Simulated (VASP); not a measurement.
A run of VASP 6.6.1:

INCAR

```
SYSTEM = H
PREC = Accurate ; ENCUT = 520
EDIFF = 1E-6 ; ISMEAR = 0
SIGMA = 0.01 ; LREAL = .FALSE.
LASPH = .TRUE. ; NELM = 60
ALGO = Normal ; ISIF = 2
LWAVE = .FALSE. ; LCHARG = .FALSE.
GGA = PE ; IVDW = 12
IBRION = 2 ; NSW = 80
EDIFFG = -0.01
```

The input KPOINTS:

```
Automatic mesh
0
G
  1 1 1
  0 0 0
```

Contents of POSCAR:

```
H
1.0
    9.0000000000      0.0000000000      0.0000000000
    0.0000000000      9.8000000000      0.0000000000
    0.0000000000      0.0000000000      9.8000000000
H
2
Direct
    0.5000000000      0.4686500875      0.4779774446
    0.5000000000      0.5313499125      0.5220225554
```

Potentials or basis: VASP PAW PBE potentials, release 64 (H).

Launch:

```bash
$ cat potpaw_PBE.64/H/POTCAR > POTCAR
$ mpirun -np 1 vasp_gam > vasp.out
```

Hardware: 1 thread of Intel(R) Xeon(R) 6975P-C (Granite Rapids), with other jobs on the host.

Q: How long does it take, and how much memory?

A: Wall time 29 s on 1 thread of Intel(R) Xeon(R) 6975P-C (Granite Rapids), with other jobs on the host, peak memory 0.85 GiB. Counts: scf iterations 26, k points 1, ion steps 3.
